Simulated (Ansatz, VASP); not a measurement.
# PbI2 in VASP and in Ansatz

```
Pb I
1.0
     4.67795    0.00000    0.00000
    -2.33897    4.05122    0.00000
     0.00000    0.00000    7.69332
Pb I
1 2
Direct
  0.00000 0.00000 0.00000
  0.33333 0.66667 0.24122
  0.66667 0.33333 0.75878
```

Alike in both runs: functional PBE; k mesh 9 × 9 × 4; occupations gaussian, width 0.02 eV; no spin polarisation.

Ansatz relaxed the structure, and its values are those at the end. VASP's run is a single point on that final structure, the one shown.

```csv
,VASP,Ansatz
version,VASP 6.6.1,Ansatz 0.2.0
potentials or method,"VASP PAW PBE potentials, release 64 (Pb_d, I), cutoff 500 eV","scalar-relativistic, plane waves, PAW"
valence electrons in the cell,28,48
```

```tsv
	VASP	Ansatz	Ansatz less VASP
gap on the k mesh at the Fermi level (eV)	2.43	2.43	+0.002
least direct gap on the mesh (eV)	2.51	2.51	0.000
pressure (GPa)	0.0	0.0	+0.02
```

VASP's potentials hold 28 valence electrons a cell and Ansatz's 48, so a difference there can come from the potentials and not from the codes.

Neither program's run includes spin-orbit coupling.
